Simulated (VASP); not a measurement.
# SnO (P4/mmm) in VASP: single point with r2SCAN

Aim: the single point of SnO with r2SCAN.

Everything below comes from runs of VASP 6.6.1. Logs are shortened: lines on timing, memory, paths and dates and some standing lists are left out, and cuts for length are marked.

### Step 1. The cell of the first run

The structure is tetragonal, space group P4/mmm (No. 123). The conventional cell has a = 3.103 Å, b = 3.103 Å, c = 3.006 Å, α = 90.00°, β = 90.00°, γ = 90.00°. Within 3.5 Å of Sn (site symmetry 4/mmm) lie 8 O at 2.66 Å and 6 Sn at 3.01 to 3.10 Å. O (site symmetry 4/mmm) has 8 Sn at 2.66 Å and 6 O at 3.01 to 3.10 Å within 3.5 Å.

### Step 2. Single point, r2SCAN (uniaxial z strain -3.1%)

Contents of POSCAR:

```
SnO
1.0
    3.1034067828      0.0000000000      0.0000000000
    0.0000000000      3.1034067828      0.0000000000
    0.0000000000      0.0000000000      3.0059598098
Sn O
1 1
Direct
    0.0000000000      0.0000000000      0.0000000000
    0.5000000000      0.5000000000      0.5000000000
```

Contents of INCAR.step1:

```
ALGO = Normal ; EDIFF = 1E-4
ENCUT = 520 ; GGA = PE
ISMEAR = -1 ; LASPH = T
LCHARG = F ; LREAL = F
LWAVE = T ; NBANDS = 17
NELM = 60 ; PREC = Accurate
SIGMA = 0.02
```

Contents of INCAR.step2:

```
ALGO = Normal ; EDIFF = 1E-6
ENCUT = 520 ; ISIF = 2
ISMEAR = -1 ; ISTART = 1
LASPH = T ; LCHARG = F
LMIXTAU = T ; LREAL = F
LWAVE = F ; METAGGA = R2SCAN
NBANDS = 17 ; NELM = 60
PREC = Accurate ; SIGMA = 0.02
```

Contents of KPOINTS:

```
k-points
0
Gamma
  8 8 8
```

Potentials or basis: VASP PAW PBE potentials, release 64 (Sn_d, O).

On the command line:

```console
$ cat potpaw_PBE.64/Sn_d/POTCAR potpaw_PBE.64/O/POTCAR > POTCAR
$ cp INCAR.step1 INCAR
$ mpirun -np 1 vasp_std > vasp.out
$ cp INCAR.step2 INCAR
$ mpirun -np 1 vasp_std > vasp.out
```

OUTCAR:

```text
EDIFF = 1E-6
   ENCUT = 520
   ISIF = 2
   ISMEAR = -1
   ISTART = 1
   LASPH = T
   LREAL = F
   METAGGA = R2SCAN
   NELM = 60
   PREC = Accurate

 ion  position               nearest neighbor table
   1  0.000  0.000  0.000-   2 2.66   2 2.66   2 2.66   2 2.66   2 2.66   2 2.66   2 2.66   2 2.66

   2  0.500  0.500  0.500-   1 2.66   1 2.66   1 2.66   1 2.66   1 2.66   1 2.66   1 2.66   1 2.66

  LATTYP: Found a simple tetragonal cell.
 ALAT       =     3.1034067828
 C/A-ratio  =     0.9686000000

  Lattice vectors:

 A1 = (   3.1034067828,   0.0000000000,   0.0000000000)
 A2 = (   0.0000000000,   3.1034067828,   0.0000000000)
 A3 = (   0.0000000000,   0.0000000000,   3.0059598098)

Analysis of symmetry for initial positions (statically):
=====================================================================
 Subroutine PRICEL returns:
 Original cell was already a primitive cell.

 Routine SETGRP: Setting up the symmetry group for a
 simple tetragonal supercell.

 Subroutine GETGRP returns: Found 16 space group operations
 (whereof 16 operations were pure point group operations)
 out of a pool of 16 trial point group operations.

The static configuration has the point symmetry D_4h.

Analysis of symmetry for dynamics (positions and initial velocities):
=====================================================================
 Subroutine PRICEL returns:
 Original cell was already a primitive cell.

 Routine SETGRP: Setting up the symmetry group for a
 simple tetragonal supercell.

 Subroutine GETGRP returns: Found 16 space group operations
 (whereof 16 operations were pure point group operations)
 out of a pool of 16 trial point group operations.

The dynamic configuration has the point symmetry D_4h.

 Subroutine INISYM returns: Found 16 space group operations
 (whereof 16 operations are pure point group operations),
 and found     1 'primitive' translations

----------------------------------------------------------------------------------------

                                     Primitive cell

  volume of cell :      28.9508

  direct lattice vectors                    reciprocal lattice vectors
     3.103406783  0.000000000  0.000000000     0.322226530  0.000000000  0.000000000
     0.000000000  3.103406783  0.000000000     0.000000000  0.322226530  0.000000000
     0.000000000  0.000000000  3.005959810     0.000000000  0.000000000  0.332672445

  length of vectors
     3.103406783  3.103406783  3.005959810     0.322226530  0.322226530  0.332672445

  position of ions in fractional coordinates (direct lattice)
     0.000000000  0.000000000  0.000000000
     0.500000000  0.500000000  0.500000000

  ion indices of the primitive-cell ions
   primitive index   ion index
                 1           1
                 2           2

----------------------------------------------------------------------------------------

 KPOINTS: k-points

Automatic generation of k-mesh.
 Grid dimensions read from file:
 generate k-points for:    8    8    8

 Generating k-lattice:

  Cartesian coordinates                     Fractional coordinates (reciprocal lattice)
     0.040278316  0.000000000  0.000000000     0.125000000  0.000000000  0.000000000
     0.000000000  0.040278316  0.000000000     0.000000000  0.125000000  0.000000000
     0.000000000  0.000000000  0.041584056     0.000000000  0.000000000  0.125000000

  Length of vectors
     0.040278316  0.040278316  0.041584056

  Shift w.r.t. Gamma in fractional coordinates (k-lattice)
     0.000000000  0.000000000  0.000000000

 Subroutine IBZKPT returns following result:
 ===========================================

 Found     75 irreducible k-points:

 Following reciprocal coordinates:
            Coordinates               Weight
  0.000000  0.000000  0.000000      1.000000
  0.125000  0.000000  0.000000      4.000000
  0.250000  0.000000  0.000000      4.000000
  0.375000  0.000000  0.000000      4.000000
  0.500000  0.000000  0.000000      2.000000
  0.125000  0.125000  0.000000      4.000000
[... 16 lines left out ...]
  0.375000  0.125000  0.125000     16.000000
  0.500000  0.125000  0.125000      8.000000
 [... further k-points ...]
   k-points           NKPTS =     75   k-points in BZ     NKDIM =     75   number of bands    NBANDS=     17
   number of dos      NEDOS =    301   number of ions     NIONS =      2
   total plane-waves  NPLWV =  13824
   dimension x,y,z NGX =    24 NGY =   24 NGZ =   24
   dimension x,y,z NGXF=    48 NGYF=   48 NGZF=   48
   ions per type =               1   1
   NGX,Y,Z   is equivalent  to a cutoff of  12.86, 12.86, 13.27 a.u.
   NGXF,Y,Z  is equivalent  to a cutoff of  25.71, 25.71, 26.55 a.u.
 SYSTEM =  unknown system
   PREC   = accura    normal or accurate (medium, high low for compatibility)
   ISTART =      1    job   : 0-new  1-cont  2-samecut
   ICHARG =      0    charge: 1-file 2-atom 10-const
   ISPIN  =      1    spin polarized calculation?
   LNONCOLLINEAR =      F non collinear calculations
   LSORBIT =      F    spin-orbit coupling
   LASPH  =      T    aspherical Exc in radial PAW
   ENCUT  =  520.0 eV  38.22 Ry    6.18 a.u.   5.77  5.77  5.59*2*pi/ulx,y,z
   NELM   =     60;   NELMIN=  2; NELMDL=  0     # of ELM steps
   EDIFF  = 0.1E-05   stopping-criterion for ELM
   LREAL  =      F    real-space projection
   EDIFFG = 0.1E-04   stopping-criterion for IOM
   NSW    =      0    number of steps for IOM
   IBRION =     -1    ionic relax: 0-MD 1-quasi-New 2-CG
   NFREE  =      0    steps in history (QN), initial steepest desc. (CG)
   ISIF   =      2    stress and relaxation
   ISYM   =      2    0-nonsym 1-usesym 2-fastsym
   POTIM  = 0.5000    time-step for ionic-motion
   TEBEG  =    0.0;   TEEND  =   0.0 temperature during run
   PSTRESS=    0.0 pullay stress
   NELECT =      20.0000    total number of electrons
   NUPDOWN=      -1.0000    fix difference up-down
   EMIN   =  10.00;   EMAX   =-10.00  energy-range for DOS
   EFERMI =   0.00;   METHOD = LEGACY
   ISMEAR =    -1;   SIGMA  =   0.02  broadening in eV -4-tet -1-fermi 0-gaus
   EFERMI_NEDOS =   21; number of points for ismear=-14 and -15
   IALGO  =     38    algorithm
   IMIX   =      4    mixing-type and parameters
     AMIX     =   0.40;   BMIX     =  1.00
     AMIX_MAG =   1.60;   BMIX_MAG =  1.00
  volume/ion in A,a.u.               =      14.48        97.68
  Fermi-wavevector in a.u.,A,eV,Ry     =   1.447209  2.734829 28.496237  2.094414
  Thomas-Fermi vector in A             =   2.565190
   LORBIT       =      0    0 simple, 1 ext, 2 COOP (PROOUT), +10 PAW based schemes
   METAGGA = R2SCAN    functional components
   LHFCALC =     F    Hartree Fock is set to
   AEXX    =    0.0000 exact exchange contribution
   IVDW    =     0    specifies the selected vdW correction
   LEPSILON=     F    determine dielectric tensor
   LRPA    =     F    only Hartree local field effects (RPA)
 non-spin polarized calculation
  energy-cutoff  :      520.00
  volume of cell :       28.95
 maximum number of plane-waves:       796
 NGX is ok and might be reduce to    24
   NGX = 11   NGY = 11   NGZ = 11

 number of electron      20.0000000 magnetization

 Free energy of the ion-electron system (eV)
  ---------------------------------------------------
  ext. energy  EPLUGINS =         0.00000000
  ---------------------------------------------------
  free energy    TOTEN  =       -31.56572336 eV

  energy without entropy =      -31.56535540  energy(sigma->0) =      -31.56553938

 E-fermi :   8.9608     XC(G=0): -12.3099

 val. band max:        8.9516152631   @ k =   0.1250   0.0000   0.5000
 cond. band min:       9.0013562199   @ k =   0.5000   0.0000   0.1250
 fundamental gap:      0.0497409568
 Fermi energy:         8.9608017585

 k-point     1 :       0.0000    0.0000    0.0000
  band No.  band energies     occupation
      1     -13.8271      2.00000
      2     -13.7765      2.00000
      3     -13.3837      2.00000
      4     -13.3631      2.00000
      5     -13.3631      2.00000
      6     -10.6783      2.00000
[... 9 lines left out ...]
     16      29.3495      0.00000
     17      29.3498      0.00000

 k-point     2 :       0.1250    0.0000    0.0000
  band No.  band energies     occupation
      1     -13.8190      2.00000
      2     -13.7415      2.00000
      3     -13.3983      2.00000
      4     -13.3771      2.00000
      5     -13.3619      2.00000
      6     -10.5847      2.00000
[... 9 lines left out ...]
     16      27.3956      0.00000
     17      28.3960      0.00000

 k-point     3 :       0.2500    0.0000    0.0000
  band No.  band energies     occupation
      1     -13.8094      2.00000
      2     -13.6474      2.00000
      3     -13.4334      2.00000
      4     -13.4106      2.00000
      5     -13.3591      2.00000
      6     -10.3445      2.00000
[... 9 lines left out ...]
     16      24.8123      0.00000
     17      27.6225      0.00000

 k-point     4 :       0.3750    0.0000    0.0000
  band No.  band energies     occupation
      1     -13.8023      2.00000
      2     -13.5506      2.00000
      3     -13.4682      2.00000
      4     -13.4438      2.00000
      5     -13.3563      2.00000
      6     -10.0805      2.00000
[... 9 lines left out ...]
     16      25.0675      0.00000
     17      27.5319      0.00000

 k-point     5 :       0.5000    0.0000    0.0000
  band No.  band energies     occupation
      1     -13.7995      2.00000
      2     -13.5103      2.00000
      3     -13.4825      2.00000
      4     -13.4575      2.00000
      5     -13.3551      2.00000
      6      -9.9625      2.00000
[... 9 lines left out ...]
     16      27.1889      0.00000
     17      27.6363      0.00000

 k-point     6 :       0.1250    0.1250    0.0000
  band No.  band energies     occupation
      1     -13.8042      2.00000
      2     -13.7129      2.00000
      3     -13.4175      2.00000
      4     -13.3769      2.00000
      5     -13.3745      2.00000
      6     -10.4890      2.00000
[... 9 lines left out ...]
     16      26.0850      0.00000
     17      28.3583      0.00000

 k-point     7 :       0.2500    0.1250    0.0000
  band No.  band energies     occupation
      1     -13.7870      2.00000
      2     -13.6251      2.00000
      3     -13.4625      2.00000
      4     -13.4089      2.00000
      5     -13.3723      2.00000
      6     -10.2456      2.00000
[... 9 lines left out ...]
     16      24.4083      0.00000
     17      27.3594      0.00000

 k-point     8 :       0.3750    0.1250    0.0000
  band No.  band energies     occupation
      1     -13.7775      2.00000
      2     -13.5294      2.00000
      3     -13.5062      2.00000
      4     -13.4416      2.00000
      5     -13.3691      2.00000
      6      -9.9809      2.00000
[... 9 lines left out ...]
     16      25.5875      0.00000
     17      26.7499      0.00000
[... 203 lines left out ...]
      1     -13.7577      2.00000
      2     -13.5331      2.00000
      3     -13.4871      2.00000
      4     -13.4652      2.00000
      5     -13.3746      2.00000
      6      -9.9734      2.00000
[... 9 lines left out ...]
     16      26.0002      0.00000
     17      26.8904      0.00000

 k-point    20 :       0.5000    0.0000    0.1250
  band No.  band energies     occupation
      1     -13.7553      2.00000
      2     -13.5043      2.00000
      3     -13.4918      2.00000
      4     -13.4793      2.00000
      5     -13.3732      2.00000
      6      -9.8567      2.00000
[... 9 lines left out ...]
     16      26.0327      0.00000
     17      27.0215      0.00000

 k-point    21 :       0.1250    0.1250    0.1250
  band No.  band energies     occupation
      1     -13.7476      2.00000
      2     -13.7098      2.00000
      3     -13.4176      2.00000
      4     -13.4005      2.00000
      5     -13.3950      2.00000
      6     -10.3850      2.00000
[... 9 lines left out ...]
     16      26.0054      0.00000
     17      26.1030      0.00000

 k-point    22 :       0.2500    0.1250    0.1250
  band No.  band energies     occupation
      1     -13.7350      2.00000
      2     -13.6163      2.00000
      3     -13.4643      2.00000
      4     -13.4358      2.00000
      5     -13.3930      2.00000
      6     -10.1446      2.00000
[... 9 lines left out ...]
     16      24.8070      0.00000
     17      25.5150      0.00000

 k-point    23 :       0.3750    0.1250    0.1250
  band No.  band energies     occupation
      1     -13.7282      2.00000
      2     -13.5169      2.00000
      3     -13.5099      2.00000
      4     -13.4721      2.00000
      5     -13.3887      2.00000
      6      -9.8856      2.00000
[... 9 lines left out ...]
     16      24.6237      0.00000
     17      26.5630      0.00000

 k-point    24 :       0.5000    0.1250    0.1250
  band No.  band energies     occupation
      1     -13.7255      2.00000
      2     -13.5286      2.00000
      3     -13.4870      2.00000
      4     -13.4752      2.00000
      5     -13.3869      2.00000
      6      -9.7717      2.00000
[... 9 lines left out ...]
     16      24.2612      0.00000
     17      28.3748      0.00000

 [... further k-points ...]
[... 5 lines left out ...]
  --------------------------------------------------------------------------------------
  -------------------------------------------------------------------------------------
  Total        0.5034171      0.5034171      1.1037372      0.0000000      0.0000000      0.0000000
  in kB       27.8597985     27.8597985     61.0823442      0.0000000      0.0000000      0.0000000
  external PRESSURE =      38.9339804 kB  Pullay stress =       0.0000000 kB

 VOLUME and BASIS-vectors are now :
 -----------------------------------------------------------------------------
  energy-cutoff  :      520.00
  volume of cell :       28.95
      direct lattice vectors                 reciprocal lattice vectors
     3.103406783  0.000000000  0.000000000     0.322226530  0.000000000  0.000000000
     0.000000000  3.103406783  0.000000000     0.000000000  0.322226530  0.000000000
     0.000000000  0.000000000  3.005959810     0.000000000  0.000000000  0.332672445

 POSITION                                       TOTAL-FORCE (eV/Angst)
 -----------------------------------------------------------------------------------
      0.00000      0.00000      0.00000         0.000000      0.000000      0.000000
      1.55170      1.55170      1.50298         0.000000      0.000000      0.000000
 -----------------------------------------------------------------------------------
    total drift:                                0.000000      0.000000     -0.000000

  FREE ENERGIE OF THE ION-ELECTRON SYSTEM (eV)
  ---------------------------------------------------
  free  energy   TOTEN  =       -31.5657233607 eV

  energy  without entropy=      -31.5653554010  energy(sigma->0) =      -31.56553938
```

Wall time 2.6 min (1 thread of Intel Xeon 6975P-C, shared host); peak memory 0.17 GiB.

Results:

```yaml
Free_energy: -31.5657 eV
Pressure: 3.9 GPa
Band_gap_on_the_k_mesh: zero (band 10 reaches 9.00 eV, above the bottom of band 11 at 8.50 eV)
```

Levels at points of the mesh, in eV from the Fermi level:
| k point | band 8 | band 9 | band 10 | band 11 | band 12 | band 13 |
| --- | --- | --- | --- | --- | --- | --- |
| (0.00, 0.00, 0.00) | -3.19 | -3.19 | -2.82 | 8.24 | 8.49 | 8.49 |
| (0.50, 0.00, 0.00) | -2.36 | -2.11 | -0.95 | 0.40 | 7.18 | 8.26 |
| (0.50, 0.50, 0.00) | -6.23 | -5.29 | -2.00 | 3.82 | 3.82 | 9.67 |
| (0.00, 0.00, 0.50) | -2.31 | -2.31 | -1.36 | 0.43 | 7.57 | 7.57 |
| (0.50, 0.00, 0.50) | -6.08 | -4.74 | -2.19 | 3.30 | 3.81 | 9.17 |
| (0.50, 0.50, 0.50) | -3.88 | -3.88 | -1.05 | -0.47 | 0.06 | 0.06 |

Caveat: the cell differs from its parent crystal (uniaxial z strain -3.1%); the PAW data sets were made with another functional, which shifts forces and pressure a little; spin-orbit coupling is left out, which moves the levels of the heavy elements.
